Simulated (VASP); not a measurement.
AlTlInGaP4: single point with PBE

The system is AlTlInGaP4.

```xyz
24
Lattice="-5.7677 -5.6882 0.0258 -0.0290 5.6914 5.7772 -5.7822 5.7286 -5.7853" Properties=species:S:1:pos:R:3 pbc="T T T"
Al   -0.0295   -0.0048    0.0316
Al   -2.9297    2.8126   -0.0376
Al   -2.9032    0.0076    2.8439
P    -7.2165    4.3044   -4.2998
P   -10.1097    1.4450   -4.4585
P    -7.0368    1.4733   -1.4335
P    -4.3794    4.1140   -1.4424
P    -4.2469    1.3465    1.3818
P    -7.3376   -1.3164    1.2250
P    -7.4180    7.1558   -1.4715
P   -10.1621    4.5315   -1.4718
P    -7.1251    4.2355    1.5238
P    -4.4779    7.2115    1.4899
P    -4.3034    4.2750    4.5132
P    -1.4408    1.4054   -1.2839
Ga   -2.8674   -2.8419    0.0560
Ga   -5.8113    2.8958   -2.9106
Ga   -5.7376    0.0256   -0.0105
In   -5.8303    5.7088   -0.0520
In   -5.6802    2.7576    2.9959
In   -2.9402    5.7342    2.9014
Tl   -8.6464    0.0100   -2.8337
Tl   -5.8508   -2.7712    2.8251
Tl   -8.6863    2.9181   -0.0174
```

```yaml
Program: VASP 6.6.1
Task: single point
Functional: PBE
Potentials_or_basis: VASP PAW PBE potentials, release 64 (Al, P, Ga_d, In_d, Tl_d)
Cutoff: 520 eV
k_mesh: 2 × 2 × 2, shifted
Occupations: gaussian, width 0.1 eV
Spin: no spin polarisation
Dipole_correction: no
Further_INCAR_settings: LREAL = Auto; ALGO = Normal; EDIFF = 1e-06; NBANDS = 111; ISYM = 0
```

* Pressure: 0.0 GPa
* Largest force: 0.024 eV/Å
* Band gap on the k mesh: 1.55 eV (least direct gap 1.70 eV)

Forces in eV/Å, atoms in the order of the input:
```
Al   0.008  0.008 -0.008
Al   0.021  0.000  0.012
Al  -0.009  0.009  0.006
P    0.000 -0.003 -0.002
P   -0.003 -0.007  0.013
P   -0.011 -0.006  0.002
P   -0.004  0.008 -0.001
P    0.000  0.002 -0.005
P   -0.004 -0.002 -0.006
P    0.002  0.000 -0.002
P   -0.007 -0.008 -0.001
P   -0.005  0.001 -0.001
P    0.000  0.005 -0.012
P    0.011 -0.007 -0.003
P   -0.012  0.002  0.004
Ga  -0.006  0.011 -0.010
Ga  -0.003 -0.013 -0.016
Ga  -0.001  0.006 -0.003
In   0.005  0.005  0.006
In   0.005 -0.010  0.008
In   0.007  0.001 -0.006
Tl  -0.008  0.000  0.007
Tl   0.006 -0.006  0.007
Tl   0.006  0.005  0.011
```

Levels at points of the mesh, in eV from the valence-band top:
```tsv
k point	band 90	band 91	band 92	band 93	band 94	band 95	band 96	band 97
(0.25, 0.25, 0.25)	-0.88	-0.72	-0.53	-0.39	2.14	2.28	2.47	2.53
```

Run time: 12 min on 1 thread of Intel Xeon 8259CL (shared host), peak memory 0.72 GiB.

Caveat: spin-orbit coupling is left out, which moves the levels of the heavy elements; a shifted mesh leaves out Γ, where band edges can lie. A k mesh can miss the band edges.
